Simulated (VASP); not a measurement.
TePb:

```
CELL_PARAMETERS angstrom
0.00000 3.22000 3.22000
3.22000 0.00000 3.22000
3.22000 3.22000 0.00000
ATOMIC_POSITIONS crystal
Pb 0.00000 0.00000 0.00000
Te 0.50000 0.50000 0.50000
```

| Property | Result |
| --- | --- |
| Program | VASP 6.6.1 |
| Task | relaxation of cell and atoms |
| Functional | r2SCAN |
| Potentials or basis | VASP PAW PBE potentials, release 64 (Pb_d, Te) |
| Cutoff | 550 eV |
| k mesh | 12 × 12 × 12 |
| Occupations | gaussian, width 0.01 eV |
| Spin | no spin polarisation |

At the start: pressure 2.0 GPa; volume 33.39 Å³/atom.

Problem. Where does the relaxation end?

Solution. Over 3 steps the energy falls by 9.0 meV/atom and the volume is 34.87 Å³/atom (+4.4 %); space group Fm-3m (No. 225, to 0.1 Å) before and after.

Step by step:
| step | energy change (eV) | largest force (eV/Å) | pressure (GPa) | volume (Å³) |
| --- | --- | --- | --- | --- |
| 1 | 0.0000 | 0.0000 | 2.02 | 66.77 |
| 2 | -0.0153 | 0.0000 | -0.69 | 70.93 |
| 3 | -0.0180 | 0.0000 | 0.01 | 69.73 |

Final structure:
```yaml
crystal:
  lattice:
    - [0.00000, 3.26686, 3.26686]
    - [3.26686, 0.00000, 3.26686]
    - [3.26686, 3.26686, 0.00000]
  atoms:
    - { symbol: Pb, position: [0.00000, 0.00000, 0.00000] }
    - { symbol: Te, position: [0.50000, 0.50000, 0.50000] }
```

Caveat: the PAW data sets were made with another functional, which shifts forces and pressure a little.
